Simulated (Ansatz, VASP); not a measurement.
## One calculation of CuI, two programs

Contents of INCAR:

```
SYSTEM = CuI
PREC     = Accurate       ! precision mode
ENCUT    = 520            ! plane-wave cutoff, eV
EDIFF    = 1E-6           ! SCF threshold, eV
ISMEAR   = 0              ! smearing method
SIGMA    = 0.024          ! smearing width, eV
LREAL    = .FALSE.        ! projectors in reciprocal space
LASPH    = .TRUE.         ! aspherical terms in the spheres
NELM     = 100            ! most SCF steps
ALGO     = Normal         ! electronic algorithm
ISIF     = 2              ! what is computed and relaxed
LWAVE    = .FALSE.        ! write WAVECAR
LCHARG   = .FALSE.        ! write CHGCAR
GGA      = PE             ! functional
NBANDS   = 16             ! bands
```

The input KPOINTS:

```
regular mesh
0
G
  8 8 8
  0 0 0
```

Contents of POSCAR:

```
CuI
1.0
    0.0000000000      3.0315000000      3.0315000000
    3.0315000000      0.0000000000      3.0315000000
    3.0315000000      3.0315000000      0.0000000000
I Cu
1 1
Direct
    0.0000000000      0.0000000000      0.0000000000
    0.7500000000      0.7500000000      0.7500000000
```

File input.yaml:

```yaml
crystal:
  lattice:
    - [0.0, 3.0315, 3.0315]
    - [3.0315, 0.0, 3.0315]
    - [3.0315, 3.0315, 0.0]
  atoms:
    - { symbol: I, position: [0.0, 0.0, 0.0] }
    - { symbol: Cu, position: [0.75, 0.75, 0.75] }
kpoints:
  mp_grid: { grid: [8, 8, 8] }
scf:
  occupations: { method: gaussian, width: 0.024 }
hamiltonian:
  xc: pbe
  pseudopotentials: { kind: all_electron, lapw: { basis_error: 0.001 } }
output:
  forces: true
  stress: true
  eigenvalues: true
```

Alike in both runs: task single point; functional PBE; k mesh 8 × 8 × 8; occupations gaussian, width 0.024 eV; no spin polarisation.

|  | VASP | Ansatz |
| --- | --- | --- |
| version | VASP 6.6.1 | Ansatz 0.2.0 |
| potentials or method | VASP PAW PBE potentials, release 64 (I, Cu), cutoff 520 eV | all-electron LAPW, scalar-relativistic |

|  | VASP | Ansatz | Ansatz less VASP |
| --- | --- | --- | --- |
| gap on the k mesh at the Fermi level (eV) | 1.14 | 1.12 | -0.023 |
| least direct gap on the mesh (eV) | 1.14 | 1.12 | -0.023 |
| pressure (GPa) | 0.7 | 0.3 | -0.36 |

Ansatz ran all-electron here, and VASP with PAW potentials.

Spin-orbit coupling is off throughout.
